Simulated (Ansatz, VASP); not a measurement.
As3P: VASP beside Ansatz

```
CELL_PARAMETERS angstrom
3.49516 0.00000 0.00000
-1.74758 3.02690 0.00000
0.00000 0.00000 36.98688
ATOMIC_POSITIONS crystal
P 0.00000 0.00000 0.18140
As 0.33333 0.66667 0.21673
As 0.33333 0.66667 0.32167
As 0.00000 0.00000 0.36005
```

Alike in both runs: task single point; functional PBE; dispersion D3(BJ); k mesh 12 × 12 × 1; occupations gaussian, width 0.02 eV; no spin polarisation.

|  | VASP | Ansatz |
| --- | --- | --- |
| version | VASP 6.6.1 | Ansatz 0.2.0 |
| potentials or method | VASP PAW PBE potentials, release 64 (P, As), cutoff 520 eV | scalar-relativistic, plane waves, PAW |
| valence electrons in the cell | 20 | 50 |

VASP gave:

```
gap on the k mesh at the Fermi level (eV) : 1.03
least direct gap on the mesh (eV)         : 1.70
rms of the force components (eV/Å)        : 0.042
```

Task: Which values does Ansatz return?

Result: gap on the k mesh at the Fermi level (eV): 1.02; least direct gap on the mesh (eV): 1.70; rms of the force components (eV/Å): 0.002.

Atom by atom the forces differ by 0.043 eV/Å (rms over components). VASP's potentials hold 20 valence electrons a cell and Ansatz's 50, so a difference there can come from the potentials and not from the codes.
